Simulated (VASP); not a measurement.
Here is a VASP 6.6.1 calculation.

POSCAR

```
KCl
1.0
    0.0000000000      3.1464700000      3.1464700000
    3.1464700000      0.0000000000      3.1464700000
    3.1464700000      3.1464700000      0.0000000000
K Cl
1 1
Direct
    0.0000000000      0.0000000000      0.0000000000
    0.5000000000      0.5000000000      0.5000000000
```

INCAR.step1

```
ALGO = Normal
EDIFF = 1E-5
ENCUT = 520
GGA = PE
ISIF = 2
ISMEAR = -1
LASPH = True
LCHARG = False
LREAL = False
LWAVE = True
NBANDS = 15
NELM = 80
PREC = Accurate
SIGMA = 0.05
```

The input INCAR.step2:

```
AEXX = 0.25
ALGO = Normal
EDIFF = 1E-7
ENCUT = 520
GGA = PE
HFSCREEN = 0.2
ISIF = 2
ISMEAR = -1
ISTART = 1
LASPH = True
LCHARG = False
LHFCALC = True
LREAL = False
LWAVE = False
NBANDS = 15
NELM = 80
PREC = Accurate
PRECFOCK = Normal
SIGMA = 0.05
```

KPOINTS

```
k-points
0
Gamma
  4 4 4
```

Potentials or basis: VASP PAW PBE potentials, release 64 (K_sv, Cl).

Run with:

```console
$ cat potpaw_PBE.64/K_sv/POTCAR potpaw_PBE.64/Cl/POTCAR > POTCAR
$ cp INCAR.step1 INCAR
$ mpirun -np 1 vasp_std > vasp.out
$ cp INCAR.step2 INCAR
$ mpirun -np 1 vasp_std > vasp.out
```

Problem. What does it give for the band gap on the k mesh?

Solution. 6.52 eV.

Problem. Predict the pressure.

Solution. 0.5 GPa.

Caveat: the k points lie up to 0.43 Å⁻¹ apart; the PAW data sets were made with another functional, which shifts forces and pressure a little.
